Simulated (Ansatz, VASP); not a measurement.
# Mo: VASP beside Ansatz

```
Mo
1.0
    -1.56465    1.53336    1.56465
     1.56465   -1.53336    1.56465
     1.56465    1.53336   -1.56465
Mo
1
Direct
  0.00000 0.00000 0.00000
```

Change from the starting cell: strain -0.0200 x Voigt [0, 1, 0, 0, 0, 0], atoms carried along.

Alike in both runs: task single point; functional PBEsol; k mesh 26 × 26 × 26; occupations gaussian, width 0.15 eV; no spin polarisation.

|  | VASP | Ansatz |
| --- | --- | --- |
| version | VASP 6.6.1 | Ansatz 0.2.0 |
| potentials or method | VASP PAW PBE potentials, release 64 (Mo_sv), cutoff 520 eV | scalar-relativistic, plane waves, PAW |
| valence electrons in the cell | 14 | 14 |

|  | VASP | Ansatz | Ansatz less VASP |
| --- | --- | --- | --- |
| gap on the k mesh at the Fermi level (eV) | none | none | - |
| pressure (GPa) | 6.7 | 6.1 | -0.61 |
| traceless stress, the component that is largest in VASP (GPa) | 4.70 | 4.70 | -0.001 |

VASP's potentials were made for PBE, not for PBEsol. A gap of «none» marks a metal or a gap that the smearing closes.
